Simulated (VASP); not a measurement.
# Mg (P6_3/mmc) in VASP: notebook

The runs below take Mg through relaxation of shape and atoms at fixed volume, with PBEsol.

Program: VASP 6.6.1. These are calculated values, not measurements. Logs are shortened: lines on timing, memory, paths and dates and some standing lists are left out, and cuts for length are marked.

## (1) The cell of the first run

The structure is hexagonal, space group P6_3/mmc (No. 194). Conventional cell: a = 3.054 Å, b = 3.054 Å, c = 4.900 Å, α = 90.00°, β = 90.00°, γ = 120.00°. Within 4.0 Å of Mg (site symmetry -6m2) lie 12 Mg at 3.02 to 3.05 Å.

## (2) Relaxation of shape and atoms at fixed volume, PBEsol (19.79 Å³/atom)

The input, INCAR:

```
ALGO = Normal
EDIFF = 1E-6
EDIFFG = -0.01
ENCUT = 600
GGA = PS
IBRION = 2
ISIF = 4
ISMEAR = 0
LASPH = T
LCHARG = F
LREAL = F
LWAVE = F
NELM = 80
NSW = 50
PREC = Accurate
SIGMA = 0.1
```

The input, KPOINTS:

```
k-points
0
Gamma
  18 18 8
```

The input, POSCAR:

```
Mg
1.0
    3.0542321505      0.0000000000      0.0000000000
   -1.5271160752      2.6450426314      0.0000000000
    0.0000000000      0.0000000000      4.9002747726
Mg
2
Direct
    0.3333333333      0.6666666667      0.2500000000
    0.6666666667      0.3333333333      0.7500000000
```

Potentials or basis: VASP PAW PBE potentials, release 64 (Mg).

The run is started by

```console
$ cat potpaw_PBE.64/Mg/POTCAR > POTCAR
$ mpirun -np 1 vasp_std > vasp.out
```

OUTCAR:

```text
EDIFF = 1E-6
   EDIFFG = -0.01
   ENCUT = 600
   GGA = PS
   IBRION = 2
   ISIF = 4
   ISMEAR = 0
   LASPH = T
   LREAL = F
   NELM = 80
   NSW = 50
   PREC = Accurate

 ion  position               nearest neighbor table
   1  0.333  0.667  0.250-   2 3.02   2 3.02   2 3.02   2 3.02   2 3.02   2 3.02
   2  0.667  0.333  0.750-   1 3.02   1 3.02   1 3.02   1 3.02   1 3.02   1 3.02

  LATTYP: Found a hexagonal cell.
 ALAT       =     3.0542321505
 C/A-ratio  =     1.6044211871

  Lattice vectors:

 A1 = (   3.0542321505,   0.0000000000,   0.0000000000)
 A2 = (  -1.5271160752,   2.6450426314,   0.0000000000)
 A3 = (   0.0000000000,   0.0000000000,   4.9002747726)

Analysis of symmetry for initial positions (statically):
=====================================================================
 Subroutine PRICEL returns:
 Original cell was already a primitive cell.

 Routine SETGRP: Setting up the symmetry group for a
 hexagonal supercell.

 Subroutine GETGRP returns: Found 24 space group operations
 (whereof 12 operations were pure point group operations)
 out of a pool of 24 trial point group operations.

The static configuration has the point symmetry D_3d.
 The point group associated with its full space group is D_6h.

Analysis of symmetry for dynamics (positions and initial velocities):
=====================================================================
 Subroutine PRICEL returns:
 Original cell was already a primitive cell.

 Routine SETGRP: Setting up the symmetry group for a
 hexagonal supercell.

 Subroutine GETGRP returns: Found 24 space group operations
 (whereof 12 operations were pure point group operations)
 out of a pool of 24 trial point group operations.

The dynamic configuration has the point symmetry D_3d.
 The point group associated with its full space group is D_6h.

 Subroutine INISYM returns: Found 24 space group operations
 (whereof 12 operations are pure point group operations),
 and found     1 'primitive' translations

----------------------------------------------------------------------------------------

                                     Primitive cell

  volume of cell :      39.5872

  direct lattice vectors                    reciprocal lattice vectors
     3.054232150  0.000000000  0.000000000     0.327414535  0.189032870  0.000000000
    -1.527116075  2.645042631  0.000000000     0.000000000  0.378065740  0.000000000
     0.000000000  0.000000000  4.900274773     0.000000000  0.000000000  0.204070189

  length of vectors
     3.054232150  3.054232150  4.900274773     0.378065740  0.378065740  0.204070189

  position of ions in fractional coordinates (direct lattice)
     0.333333333  0.666666667  0.250000000
     0.666666667  0.333333333  0.750000000

  ion indices of the primitive-cell ions
   primitive index   ion index
                 1           1
                 2           2

----------------------------------------------------------------------------------------

 KPOINTS: k-points

Automatic generation of k-mesh.
 Grid dimensions read from file:
 generate k-points for:   18   18    8

 Generating k-lattice:

  Cartesian coordinates                     Fractional coordinates (reciprocal lattice)
     0.018189696  0.010501826  0.000000000     0.055555556  0.000000000  0.000000000
     0.000000000  0.021003652  0.000000000     0.000000000  0.055555556  0.000000000
     0.000000000  0.000000000  0.025508774     0.000000000  0.000000000  0.125000000

  Length of vectors
     0.021003652  0.021003652  0.025508774

  Shift w.r.t. Gamma in fractional coordinates (k-lattice)
[... 54 lines left out ...]
   EDIFFG = -.1E-01   stopping-criterion for IOM
   NSW    =     50    number of steps for IOM
   IBRION =      2    ionic relax: 0-MD 1-quasi-New 2-CG
   NFREE  =      1    steps in history (QN), initial steepest desc. (CG)
   ISIF   =      4    stress and relaxation
   ISYM   =      2    0-nonsym 1-usesym 2-fastsym
   POTIM  = 0.5000    time-step for ionic-motion
   TEBEG  =    0.0;   TEEND  =   0.0 temperature during run
   PSTRESS=    0.0 pullay stress
   NELECT =       4.0000    total number of electrons
   NUPDOWN=      -1.0000    fix difference up-down
   EMIN   =  10.00;   EMAX   =-10.00  energy-range for DOS
   EFERMI =   0.00;   METHOD = LEGACY
   ISMEAR =     0;   SIGMA  =   0.10  broadening in eV -4-tet -1-fermi 0-gaus
   EFERMI_NEDOS =   21; number of points for ismear=-14 and -15
   IALGO  =     38    algorithm
   IMIX   =      4    mixing-type and parameters
     AMIX     =   0.40;   BMIX     =  1.00
     AMIX_MAG =   1.60;   BMIX_MAG =  1.00
  volume/ion in A,a.u.               =      19.79       133.57
  Fermi-wavevector in a.u.,A,eV,Ry     =   0.762506  1.440927  7.910631  0.581415
  Thomas-Fermi vector in A             =   1.861982
   LORBIT       =      0    0 simple, 1 ext, 2 COOP (PROOUT), +10 PAW based schemes
   GGA     = PS    functional components
   LHFCALC =     F    Hartree Fock is set to
   AEXX    =    0.0000 exact exchange contribution
   IVDW    =     0    specifies the selected vdW correction
   LEPSILON=     F    determine dielectric tensor
   LRPA    =     F    only Hartree local field effects (RPA)
 conjugate gradient relaxation of ions
 non-spin polarized calculation
 Gauss-broadening in eV      SIGMA  =   0.10
  energy-cutoff  :      600.00
  volume of cell :       39.59
 maximum number of plane-waves:      1347
   NGX = 13   NGY = 13   NGZ = 19

--------------------------------------- Ionic step        1  -------------------------------------------

 number of electron       4.0000000 magnetization

 Free energy of the ion-electron system (eV)
  ---------------------------------------------------
  ext. energy  EPLUGINS =         0.00000000
  ---------------------------------------------------
  free energy    TOTEN  =        -3.35776378 eV

  energy without entropy =       -3.35455911  energy(sigma->0) =       -3.35616145

------------------------ aborting loop because EDIFF is reached ----------------------------------------

  FORCE on cell =-STRESS in cart. coord.  units (eV):
  Direction    XX          YY          ZZ          XY          YZ          ZX
  --------------------------------------------------------------------------------------
  -------------------------------------------------------------------------------------
  Total        1.5184760      1.5184760      1.5547368      0.0000000      0.0000000      0.0000000
  in kB       61.4558669     61.4558669     62.9234163      0.0000000      0.0000000      0.0000000
  external PRESSURE =      61.9450500 kB  Pullay stress =       0.0000000 kB

 VOLUME and BASIS-vectors are now :
 -----------------------------------------------------------------------------
  energy-cutoff  :      600.00
  volume of cell :       39.59
      direct lattice vectors                 reciprocal lattice vectors
     3.054232150  0.000000000  0.000000000     0.327414535  0.189032870  0.000000000
    -1.527116075  2.645042631  0.000000000     0.000000000  0.378065740  0.000000000
     0.000000000  0.000000000  4.900274773     0.000000000  0.000000000  0.204070189

 POSITION                                       TOTAL-FORCE (eV/Angst)
 -----------------------------------------------------------------------------------
     -0.00000      1.76336      1.22507         0.000000     -0.000000      0.000000
      1.52712      0.88168      3.67521        -0.000000      0.000000      0.000000
 -----------------------------------------------------------------------------------
    total drift:                                0.000000     -0.000000      0.000000

  FREE ENERGIE OF THE ION-ELECTRON SYSTEM (eV)
  ---------------------------------------------------
  free  energy   TOTEN  =        -3.3577637820 eV

  energy  without entropy=       -3.3545591132  energy(sigma->0) =       -3.35616145

--------------------------------------- Ionic step        2  -------------------------------------------

 number of electron       4.0000000 magnetization

 Free energy of the ion-electron system (eV)
  ---------------------------------------------------
  ext. energy  EPLUGINS =         0.00000000
  ---------------------------------------------------
  free energy    TOTEN  =        -3.35777895 eV

  energy without entropy =       -3.35456004  energy(sigma->0) =       -3.35616950

 E-fermi :   3.4125     XC(G=0):  -9.0121

 val. band max:        3.3977226014   @ k =   0.2778   0.0556   0.0000
 cond. band min:       3.4126196344   @ k =   0.5000   0.0000   0.3750
 fundamental gap:      0.0148970330
 Fermi energy:         3.4124872124

 k-point     1 :       0.0000    0.0000    0.0000
  band No.  band energies     occupation
      1      -4.1838      2.00000
      2       1.5436      2.00000
      3       2.2823      2.00000
      4      15.0897      0.00000
      5      15.0897      0.00000
      6      15.4977      0.00000
[... 199 lines left out ...]
 k-point    24 :       0.3889    0.1111    0.0000
  band No.  band energies     occupation
      1       0.1614      2.00000
      2       2.3776      2.00000
      3       5.5623      0.00000
      4       6.3978      0.00000
      5       7.7485      0.00000
      6       7.7528      0.00000

 [... further k-points ...]

------------------------ aborting loop because EDIFF is reached ----------------------------------------

  FORCE on cell =-STRESS in cart. coord.  units (eV):
  Direction    XX          YY          ZZ          XY          YZ          ZX
  --------------------------------------------------------------------------------------
  -------------------------------------------------------------------------------------
  Total        1.5249267      1.5249267      1.5409877      0.0000000      0.0000000      0.0000000
  in kB       61.7169425     61.7169425     62.3669648      0.0000000      0.0000000      0.0000000
  external PRESSURE =      61.9336166 kB  Pullay stress =       0.0000000 kB

 VOLUME and BASIS-vectors are now :
 -----------------------------------------------------------------------------
  energy-cutoff  :      600.00
  volume of cell :       39.59
      direct lattice vectors                 reciprocal lattice vectors
     3.053341940  0.000000000  0.000000000     0.327509994  0.189087983 -0.000000000
    -1.526670970  2.644271686  0.000000000    -0.000000000  0.378175966 -0.000000000
     0.000000000  0.000000000  4.903132567     0.000000000  0.000000000  0.203951247

 POSITION                                       TOTAL-FORCE (eV/Angst)
 -----------------------------------------------------------------------------------
     -0.00000      1.76285      1.22578        -0.000000      0.000000      0.000000
      1.52667      0.88142      3.67735         0.000000     -0.000000      0.000000
 -----------------------------------------------------------------------------------
    total drift:                                0.000000     -0.000000      0.000000

  FREE ENERGIE OF THE ION-ELECTRON SYSTEM (eV)
  ---------------------------------------------------
  free  energy   TOTEN  =        -3.3577789528 eV

  energy  without entropy=       -3.3545600448  energy(sigma->0) =       -3.35616950

 reached required accuracy - stopping structural energy minimisation
```

Run time: 37 s. Hardware: 1 thread of AMD EPYC 7R13 (Zen 3), shared host; peak memory 0.17 GiB.

What came out:

* Free energy: -3.3578 eV
* Energy gained by relaxing: 0.0 meV/atom
* Ionic steps: 2
* Pressure after relaxing: 6.2 GPa
* Band gap on the k mesh: zero (bands 2 and 3 overlap by 2.14 eV)

Final structure:
```cif
data_structure
_symmetry_space_group_name_H-M 'P 1'
_symmetry_Int_Tables_number 1
_cell_length_a 3.0533
_cell_length_b 3.0533
_cell_length_c 4.9031
_cell_angle_alpha 90.000
_cell_angle_beta 90.000
_cell_angle_gamma 120.000
_cell_volume 39.59
loop_
_atom_site_label
_atom_site_type_symbol
_atom_site_fract_x
_atom_site_fract_y
_atom_site_fract_z
_atom_site_occupancy
Mg1 Mg 0.33333 0.66667 0.25000 1
Mg2 Mg 0.66667 0.33333 0.75000 1
```

Caveat: the PAW data sets were made with another functional, which shifts forces and pressure a little.

## (3) Relaxation of shape and atoms at fixed volume, PBEsol (20.47 Å³/atom)

This run uses another cell than the first one, of 20.47 Å³/atom.

The input, INCAR:

```
SYSTEM = Mg
  PREC = Accurate
  ENCUT = 600
  EDIFF = 1E-6
  ISMEAR = 0
  SIGMA = 0.1
  LREAL = .FALSE.
  LASPH = .TRUE.
  NELM = 80
  ALGO = Normal
  ISIF = 4
  LWAVE = .FALSE.
  LCHARG = .FALSE.
  GGA = PS
  IBRION = 2
  NSW = 50
  EDIFFG = -0.01
```

The input, KPOINTS:

```
Automatic mesh
0
G
  18 18 8
  0 0 0
```

The input, POSCAR:

```
Mg
1.0
    3.0885522383      0.0000000000      0.0000000000
   -1.5442761191      2.6747646993      0.0000000000
    0.0000000000      0.0000000000      4.9553386486
Mg
2
Direct
    0.3333333333      0.6666666667      0.2500000000
    0.6666666667      0.3333333333      0.7500000000
```

Potentials or basis: VASP PAW PBE potentials, release 64 (Mg).

The run is started by

```console
$ cat potpaw_PBE.64/Mg/POTCAR > POTCAR
$ mpirun -np 1 vasp_std > vasp.out
```

It took 38 s on 1 thread of AMD EPYC 7R13 (Zen 3), shared host; peak memory 0.19 GiB.

Results (log left out):

```yaml
Free_energy: -3.4016 eV
Pressure_after_relaxing: 4.3 GPa
Band_gap_on_the_k_mesh: zero (bands 2 and 3 overlap by 2.13 eV)
```

Stress tensor (GPa, compression positive):
```
4.23 0.00 0.00
0.00 4.23 0.00
0.00 0.00 4.32
```

Final structure:
```
Mg
1.0
     3.08855    0.00000    0.00000
    -1.54428    2.67476    0.00000
     0.00000    0.00000    4.95534
Mg
2
Direct
  0.33333 0.66667 0.25000
  0.66667 0.33333 0.75000
```

Levels at points of the mesh, in eV from the Fermi level:
```csv
k point,band 1,band 2,band 3,band 4,band 5
"(0.00, 0.00, 0.00)",-7.44,-1.81,-1.13,11.46,11.46
"(0.50, 0.00, 0.00)",-2.39,-2.28,2.85,3.08,3.70
"(0.00, 0.00, 0.50)",-5.92,-5.92,5.57,5.57,12.24
"(0.50, 0.00, 0.50)",-1.25,-1.25,-0.44,-0.44,8.42
```

Caveat: the PAW data sets were made with another functional, which shifts forces and pressure a little.

## (4) Relaxation of shape and atoms at fixed volume, PBEsol (21.14 Å³/atom)

This run uses another cell than the first one, of 21.14 Å³/atom.

The input, INCAR:

```
PREC     = Accurate       # precision mode
ENCUT    = 600            # plane-wave cutoff, eV
EDIFF    = 1E-6           # SCF threshold, eV
ISMEAR   = 0              # smearing method
SIGMA    = 0.1            # smearing width, eV
LREAL    = F              # projectors in reciprocal space
LASPH    = T              # aspherical terms in the spheres
NELM     = 100            # most SCF steps
ALGO     = Normal         # electronic algorithm
ISIF     = 4              # what is computed and relaxed
LWAVE    = F              # write WAVECAR
LCHARG   = F              # write CHGCAR
GGA      = PS             # functional
IBRION   = 2              # ionic algorithm
NSW      = 50             # ionic steps
EDIFFG   = -0.01          # ionic threshold
```

The input, KPOINTS:

```
regular mesh
0
Gamma
  18 18 8
```

The input, POSCAR:

```
Mg
1.0
    3.1221260886      0.0000000000      0.0000000000
   -1.5610630443      2.7038405065      0.0000000000
    0.0000000000      0.0000000000      5.0092052453
Mg
2
Direct
    0.3333333333      0.6666666667      0.2500000000
    0.6666666667      0.3333333333      0.7500000000
```

The run is started by

```console
$ cat potpaw_PBE.64/Mg/POTCAR > POTCAR
$ mpirun -np 1 vasp_std > vasp.out
```

Wall time 37 s (1 thread of AMD EPYC 7R13 (Zen 3), shared host); peak memory 0.19 GiB.

Results (log left out):

```
Free energy             : -3.4304 eV
Pressure after relaxing : 2.6 GPa
Band gap on the k mesh  : zero (bands 2 and 3 overlap by 2.14 eV)
```

Final structure:
```xyz
2
Lattice="3.1221 0.0000 0.0000 -1.5611 2.7038 0.0000 0.0000 0.0000 5.0092" Properties=species:S:1:pos:R:3 pbc="T T T"
Mg    0.0000    1.8026    1.2523
Mg    1.5611    0.9013    3.7569
```

Levels at points of the mesh, in eV from the Fermi level:
| k point | band 1 | band 2 | band 3 | band 4 | band 5 | band 6 |
| --- | --- | --- | --- | --- | --- | --- |
| (0.00, 0.00, 0.00) | -7.30 | -1.76 | -1.13 | 11.27 | 11.28 | 11.53 |
| (0.50, 0.00, 0.00) | -2.33 | -2.25 | 2.80 | 3.07 | 3.59 | 3.94 |
| (0.00, 0.00, 0.50) | -5.81 | -5.81 | 5.46 | 5.46 | 12.04 | 12.04 |
| (0.50, 0.00, 0.50) | -1.21 | -1.21 | -0.45 | -0.45 | 8.30 | 8.33 |

Caveat: the PAW data sets were made with another functional, which shifts forces and pressure a little.

## (5) Overview

| cell | gap on the mesh (eV) | pressure (GPa) |
| --- | --- | --- |
| relaxed from a = 3.054, b = 3.054, c = 4.900 Å, angles 90.0, 90.0, 120.0°, 2 atoms | none | 6.2 |
| relaxed from a = 3.089, b = 3.089, c = 4.955 Å, angles 90.0, 90.0, 120.0°, 2 atoms | none | 4.3 |
| relaxed from a = 3.122, b = 3.122, c = 5.009 Å, angles 90.0, 90.0, 120.0°, 2 atoms | none | 2.6 |

Alike in all rows: task relaxation of shape and atoms at fixed volume; level PBEsol; potentials or basis VASP PAW PBE potentials, release 64 (Mg); no spin polarisation; k mesh 18 × 18 × 8; cutoff (eV) 600; smearing gaussian 0.1 eV.

Caveats: the PAW data sets were made with another functional, which shifts forces and pressure a little.

Total energies depend on the potentials used, so only differences within one code and one set of settings carry meaning.

The gap in the log of VASP goes by the Fermi energy; the results here count the filled bands.